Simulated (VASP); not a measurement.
# Ti in VASP: notebook

Ti is run at these levels: LDA; tasks: single point.

Program: VASP 6.6.1. These are calculated values, not measurements. Logs are shortened: lines on timing, memory, paths and dates and some standing lists are left out, and cuts for length are marked.

## (1) The cell of the first run

The structure is tetragonal, space group I4/mmm (No. 139). The conventional cell has a = 2.720 Å, b = 2.720 Å, c = 4.156 Å, α = 90.00°, β = 90.00°, γ = 90.00°. Within 3.6 Å of Ti (site symmetry 4/mmm) lie 12 Ti at 2.72 to 2.83 Å.

## (2) Single point, LDA (15.37 Å³/atom)

The input, INCAR:

```
PREC = Accurate
ENCUT = 520
EDIFF = 1E-6
ISMEAR = 0
SIGMA = 0.15
LREAL = False
LASPH = True
NELM = 80
ALGO = Fast
ISIF = 2
LWAVE = False
LCHARG = True
GGA = CA
LELF = True
LVHAR = True
NBANDS = 12
```

The input, KPOINTS:

```
Automatic mesh
0
Gamma
  22 22 22
```

The input, POSCAR:

```
Ti
1.0
    0.0000000000      1.9233220089      2.0777647663
    1.9233220089      0.0000000000      2.0777647663
    1.9233220089      1.9233220089      0.0000000000
Ti
1
Direct
    0.0000000000      0.0000000000      0.0000000000
```

Potentials or basis: VASP PAW LDA potentials, release 64 (Ti_sv).

Command:

```
cat potpaw_LDA.64/Ti_sv/POTCAR > POTCAR
mpirun -np 1 vasp_std > vasp.out
```

OUTCAR:

```text
PREC = Accurate
   ENCUT = 520
   EDIFF = 1E-6
   ISMEAR = 0
   LREAL = False
   LASPH = True
   NELM = 80
   ISIF = 2
   GGA = CA

 ion  position               nearest neighbor table
   1  0.000  0.000  0.000-

  LATTYP: Found a body centered tetragonal cell.
 ALAT       =     2.7199880698
 C/A-ratio  =     1.5277749115

  Lattice vectors:

 A1 = (  -1.9233220089,   0.0000000000,   2.0777647663)
 A2 = (   1.9233220089,   0.0000000000,   2.0777647663)
 A3 = (   0.0000000000,   1.9233220089,  -2.0777647663)

Analysis of symmetry for initial positions (statically):
=====================================================================
 Subroutine PRICEL returns:
 Original cell was already a primitive cell.

 Routine SETGRP: Setting up the symmetry group for a
 body centered tetragonal supercell.

 Subroutine GETGRP returns: Found 16 space group operations
 (whereof 16 operations were pure point group operations)
 out of a pool of 16 trial point group operations.

The static configuration has the point symmetry D_4h.

Analysis of symmetry for dynamics (positions and initial velocities):
=====================================================================
 Subroutine PRICEL returns:
 Original cell was already a primitive cell.

 Routine SETGRP: Setting up the symmetry group for a
 body centered tetragonal supercell.

 Subroutine GETGRP returns: Found 16 space group operations
 (whereof 16 operations were pure point group operations)
 out of a pool of 16 trial point group operations.

The dynamic configuration has the point symmetry D_4h.

 Subroutine INISYM returns: Found 16 space group operations
 (whereof 16 operations are pure point group operations),
 and found     1 'primitive' translations

----------------------------------------------------------------------------------------

                                     Primitive cell

  volume of cell :      15.3720

  direct lattice vectors                    reciprocal lattice vectors
     0.000000000  1.923322009  2.077764766    -0.259966869  0.259966869  0.240643218
     1.923322009  0.000000000  2.077764766     0.259966869 -0.259966869  0.240643218
     1.923322009  1.923322009  0.000000000     0.259966869  0.259966869 -0.240643218

  length of vectors
     2.831302523  2.831302523  2.719988070     0.439402667  0.439402667  0.439402667

  position of ions in fractional coordinates (direct lattice)
     0.000000000  0.000000000  0.000000000

  ion indices of the primitive-cell ions
   primitive index   ion index
                 1           1

----------------------------------------------------------------------------------------

 KPOINTS: Automatic mesh

Automatic generation of k-mesh.
 Grid dimensions read from file:
 generate k-points for:   22   22   22

 Generating k-lattice:

  Cartesian coordinates                     Fractional coordinates (reciprocal lattice)
    -0.011816676  0.011816676  0.010938328     0.045454545  0.000000000  0.000000000
     0.011816676 -0.011816676  0.010938328     0.000000000  0.045454545  0.000000000
     0.011816676  0.011816676 -0.010938328     0.000000000  0.000000000  0.045454545

  Length of vectors
     0.019972849  0.019972849  0.019972849

  Shift w.r.t. Gamma in fractional coordinates (k-lattice)
     0.000000000  0.000000000  0.000000000

 Subroutine IBZKPT returns following result:
 ===========================================

 Found    834 irreducible k-points:

 Following reciprocal coordinates:
            Coordinates               Weight
  0.000000  0.000000  0.000000      1.000000
  0.045455  0.000000  0.000000      8.000000
  0.090909  0.000000  0.000000      8.000000
  0.136364  0.000000  0.000000      8.000000
  0.181818  0.000000  0.000000      8.000000
  0.227273  0.000000  0.000000      8.000000
[... 16 lines left out ...]
  0.500000  0.045455  0.000000      8.000000
 -0.454545  0.045455  0.000000      8.000000
 [... further k-points ...]
   k-points           NKPTS =    834   k-points in BZ     NKDIM =    834   number of bands    NBANDS=     12
   number of dos      NEDOS =    301   number of ions     NIONS =      1
   total plane-waves  NPLWV =  11520
   dimension x,y,z NGX =    24 NGY =   24 NGZ =   20
   dimension x,y,z NGXF=    48 NGYF=   48 NGZF=   40
   ions per type =               1
   NGX,Y,Z   is equivalent  to a cutoff of  14.09, 14.09, 12.22 a.u.
   NGXF,Y,Z  is equivalent  to a cutoff of  28.18, 28.18, 24.45 a.u.
 SYSTEM =  unknown system
   PREC   = accura    normal or accurate (medium, high low for compatibility)
   ISTART =      0    job   : 0-new  1-cont  2-samecut
   ICHARG =      2    charge: 1-file 2-atom 10-const
   ISPIN  =      1    spin polarized calculation?
   LNONCOLLINEAR =      F non collinear calculations
   LSORBIT =      F    spin-orbit coupling
   LASPH  =      T    aspherical Exc in radial PAW
   ENCUT  =  520.0 eV  38.22 Ry    6.18 a.u.   5.26  5.26  5.06*2*pi/ulx,y,z
   NELM   =     80;   NELMIN=  2; NELMDL= -5     # of ELM steps
   EDIFF  = 0.1E-05   stopping-criterion for ELM
   LREAL  =      F    real-space projection
   EDIFFG = 0.1E-04   stopping-criterion for IOM
   NSW    =      0    number of steps for IOM
   IBRION =     -1    ionic relax: 0-MD 1-quasi-New 2-CG
   NFREE  =      0    steps in history (QN), initial steepest desc. (CG)
   ISIF   =      2    stress and relaxation
   ISYM   =      2    0-nonsym 1-usesym 2-fastsym
   POTIM  = 0.5000    time-step for ionic-motion
   TEBEG  =    0.0;   TEEND  =   0.0 temperature during run
   PSTRESS=    0.0 pullay stress
   NELECT =      12.0000    total number of electrons
   NUPDOWN=      -1.0000    fix difference up-down
   EMIN   =  10.00;   EMAX   =-10.00  energy-range for DOS
   EFERMI =   0.00;   METHOD = LEGACY
   ISMEAR =     0;   SIGMA  =   0.15  broadening in eV -4-tet -1-fermi 0-gaus
   EFERMI_NEDOS =   21; number of points for ismear=-14 and -15
   IALGO  =     68    algorithm
   IMIX   =      4    mixing-type and parameters
     AMIX     =   0.40;   BMIX     =  1.00
     AMIX_MAG =   1.60;   BMIX_MAG =  1.00
  volume/ion in A,a.u.               =      15.37       103.74
  Fermi-wavevector in a.u.,A,eV,Ry     =   1.507388  2.848551 30.915420  2.272219
  Thomas-Fermi vector in A             =   2.617981
   LORBIT       =      0    0 simple, 1 ext, 2 COOP (PROOUT), +10 PAW based schemes
   GGA     = CA    functional components
   LHFCALC =     F    Hartree Fock is set to
   AEXX    =    0.0000 exact exchange contribution
   IVDW    =     0    specifies the selected vdW correction
   LEPSILON=     F    determine dielectric tensor
   LRPA    =     F    only Hartree local field effects (RPA)
 non-spin polarized calculation
 RMM-DIIS sequential band-by-band and
 Gauss-broadening in eV      SIGMA  =   0.15
  energy-cutoff  :      520.00
  volume of cell :       15.37
 maximum number of plane-waves:       427
 NGX is ok and might be reduce to    24
   NGX = 11   NGY = 11   NGZ = 11

 number of electron      12.0000000 magnetization

 Free energy of the ion-electron system (eV)
  ---------------------------------------------------
  ext. energy  EPLUGINS =         0.00000000
  ---------------------------------------------------
  free energy    TOTEN  =        -8.49240901 eV

  energy without entropy =       -8.47321696  energy(sigma->0) =       -8.48281299

 E-fermi :   9.3239     XC(G=0): -12.3802

 val. band max:        9.3225061556   @ k =  -0.2727   0.1818   0.4545
 cond. band min:       9.3245492523   @ k =  -0.4091   0.1364   0.0455
 fundamental gap:      0.0020430967
 Fermi energy:         9.3238769403

 k-point     1 :       0.0000    0.0000    0.0000
  band No.  band energies     occupation
      1     -46.4974      2.00000
      2     -22.5604      2.00000
      3     -22.5349      2.00000
      4     -22.5349      2.00000
      5       3.0739      2.00000
      6       9.7869      0.00001
      7      10.5277      0.00000
      8      10.5277      0.00000
      9      11.6745      0.00000
     10      12.5584      0.00000
     11      25.4678      0.00000
     12      29.0052      0.00000

 k-point     2 :       0.0455    0.0000    0.0000
  band No.  band energies     occupation
      1     -46.4932      2.00000
      2     -22.5717      2.00000
      3     -22.5490      2.00000
      4     -22.5364      2.00000
      5       3.1500      2.00000
      6       9.7979      0.00001
      7      10.4946      0.00000
      8      10.5566      0.00000
      9      11.6631      0.00000
     10      12.5313      0.00000
     11      25.5479      0.00000
     12      28.9026      0.00000

 k-point     3 :       0.0909    0.0000    0.0000
  band No.  band energies     occupation
      1     -46.4808      2.00000
      2     -22.6288      2.00000
      3     -22.5660      2.00000
      4     -22.5410      2.00000
      5       3.3738      2.00000
      6       9.8086      0.00000
      7      10.4160      0.00000
      8      10.6377      0.00000
      9      11.6429      0.00000
     10      12.4584      0.00000
     11      25.7507      0.00000
     12      28.3121      0.00000
[... 286 lines left out ...]
 k-point    23 :       0.5000    0.0455    0.0000
  band No.  band energies     occupation
      1     -46.2840      2.00000
      2     -23.5597      2.00000
      3     -22.7396      2.00000
      4     -22.6149      2.00000
      5       6.5221      2.00000
      6       9.6433      0.00260
      7      10.3806      0.00000
      8      10.5303      0.00000
      9      13.3130      0.00000
     10      13.7037      0.00000
     11      18.9394      0.00000
     12      24.4812      0.00000

 k-point    24 :      -0.4545    0.0455    0.0000
  band No.  band energies     occupation
      1     -46.2846      2.00000
      2     -23.5584      2.00000
      3     -22.7406      2.00000
      4     -22.6109      2.00000
      5       6.5196      2.00000
      6       9.6840      0.00069
      7      10.3147      0.00000
      8      10.5254      0.00000
      9      13.2435      0.00000
     10      13.7562      0.00000
     11      18.9933      0.00000
     12      24.4872      0.00000

 [... further k-points ...]

------------------------ aborting loop because EDIFF is reached ----------------------------------------

  FORCE on cell =-STRESS in cart. coord.  units (eV):
  Direction    XX          YY          ZZ          XY          YZ          ZX
  --------------------------------------------------------------------------------------
  -------------------------------------------------------------------------------------
  Total        0.5528981      0.5528981      0.3604248      0.0000000      0.0000000      0.0000000
  in kB       57.6269050     57.6269050     37.5659882      0.0000000      0.0000000      0.0000000
  external PRESSURE =      50.9399328 kB  Pullay stress =       0.0000000 kB

 VOLUME and BASIS-vectors are now :
 -----------------------------------------------------------------------------
  energy-cutoff  :      520.00
  volume of cell :       15.37
      direct lattice vectors                 reciprocal lattice vectors
     0.000000000  1.923322009  2.077764766    -0.259966869  0.259966869  0.240643218
     1.923322009  0.000000000  2.077764766     0.259966869 -0.259966869  0.240643218
     1.923322009  1.923322009  0.000000000     0.259966869  0.259966869 -0.240643218

 POSITION                                       TOTAL-FORCE (eV/Angst)
 -----------------------------------------------------------------------------------
      0.00000      0.00000      0.00000         0.000000     -0.000000      0.000000
 -----------------------------------------------------------------------------------
    total drift:                                0.000000      0.000000     -0.000000

  FREE ENERGIE OF THE ION-ELECTRON SYSTEM (eV)
  ---------------------------------------------------
  free  energy   TOTEN  =        -8.4924090146 eV

  energy  without entropy=       -8.4732169644  energy(sigma->0) =       -8.48281299
```

It took 2.7 min on 1 thread of Intel Xeon Platinum 8375C at 2.90GHz (Ice Lake), shared host; peak memory 0.25 GiB.

Results:

```
Free energy            : -8.4924 eV
Pressure               : 5.1 GPa
Band gap on the k mesh : zero (bands 6 and 7 overlap by 1.29 eV)
```

Caveat: the cell stands under pressure.

## (3) Single point, LDA (14.09 Å³/atom)

This run uses another cell than the first one, of 14.09 Å³/atom.

The input, INCAR:

```
PREC = Accurate
ENCUT = 520
EDIFF = 1E-7
ISMEAR = 0
SIGMA = 0.15
LREAL = F
LASPH = T
NELM = 100
ALGO = Normal
ISIF = 2
LWAVE = F
LCHARG = T
GGA = CA
LELF = T
LVHAR = T
NBANDS = 12
```

The input, KPOINTS:

```
regular mesh
0
Gamma
  22 22 22
```

The input, POSCAR:

```
Ti
1.0
    0.0000000000      1.9170669191      1.9170669191
    1.9170669191      0.0000000000      1.9170669191
    1.9170669191      1.9170669191      0.0000000000
Ti
1
Direct
    0.0000000000      0.0000000000      0.0000000000
```

Potentials or basis: VASP PAW LDA potentials, release 64 (Ti_sv).

Command:

```
cat potpaw_LDA.64/Ti_sv/POTCAR > POTCAR
mpirun -np 1 vasp_std > vasp.out
```

Wall time 74 s (1 thread of Intel Xeon 8259CL, shared host); peak memory 0.16 GiB.

It converged, with:

```
Free energy            : -8.4038 eV
Pressure               : 19.0 GPa
Band gap on the k mesh : zero (bands 6 and 7 overlap by 1.58 eV)
```

Levels at points of the mesh, in eV from the Fermi level:
```
           k point  band 2  band 3  band 4  band 5  band 6  band 7  band 8  band 9  band 10  band 11
(0.00, 0.00, 0.00)  -31.63  -31.63  -31.63   -6.42    0.93    0.93    0.93    3.07     3.07    16.50
(0.50, 0.00, 0.00)  -32.96  -31.79  -31.79   -3.11    0.74    0.74    1.44    4.54     4.54    10.63
(0.50, 0.50, 0.00)  -32.86  -32.08  -32.08   -3.42   -2.41    4.10    4.51    4.93     4.93    13.26
```

Caveat: the cell stands under pressure.
